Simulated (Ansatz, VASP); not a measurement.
**Two plane-wave programs on Sn**

The input INCAR:

```
PREC = Accurate ; ENCUT = 520
EDIFF = 1E-7 ; ISMEAR = 0
SIGMA = 0.1 ; LREAL = F
LASPH = T ; NELM = 60
ALGO = Normal ; ISIF = 2
LWAVE = F ; LCHARG = F
GGA = PS ; NBANDS = 21
```

Contents of KPOINTS:

```
regular mesh
0
Gamma
  16 16 16
```

File POSCAR:

```
Sn
1.0
   -2.6300267263      2.6300267263      1.4742533238
    2.6300267263     -2.6300267263      1.4742533238
    2.6300267263      2.6300267263     -1.4742533238
Sn
2
Direct
    0.2500000000      0.7500000000      0.5000000000
    0.5000000000      0.5000000000      0.0000000000
```

Input for Ansatz:

```yaml
crystal:
  lattice:
    - [-2.6300267263, 2.6300267263, 1.4742533238]
    - [2.6300267263, -2.6300267263, 1.4742533238]
    - [2.6300267263, 2.6300267263, -1.4742533238]
  atoms:
    - { symbol: Sn, position: [0.25, 0.75, 0.5] }
    - { symbol: Sn, position: [0.5, 0.5, 0.0] }
basis:
  ecutwfc: 420
kpoints:
  mp_grid: { grid: [16, 16, 16] }
hamiltonian:
  xc: pbesol
scf:
  occupations: { method: gaussian, width: 0.1 }
output:
  forces: true
  stress: true
  eigenvalues: true
```

Alike in both runs: task single point; functional PBEsol; k mesh 16 × 16 × 16; occupations gaussian, width 0.1 eV; no spin polarisation.

|  | VASP | Ansatz |
| --- | --- | --- |
| version | VASP 6.6.1 | Ansatz 0.2.0 |
| potentials or method | VASP PAW PBE potentials, release 64 (Sn_d), cutoff 520 eV | scalar-relativistic, plane waves, PAW |
| valence electrons in the cell | 28 | 28 |

Ansatz gave:

- gap on the k mesh at the Fermi level (eV): none
- pressure (GPa): 30.4
- traceless stress, the component that is largest in VASP (GPa): -4.45

Q: Estimate VASP's values.

A: gap on the k mesh at the Fermi level (eV): none; pressure (GPa): 30.3; traceless stress, the component that is largest in VASP (GPa): -4.43.

VASP's potentials were made for PBE, not for PBEsol. A gap of «none» marks a metal or a gap that the smearing closes. Both programs put the cell under a high pressure, so it lies far from rest at this level.
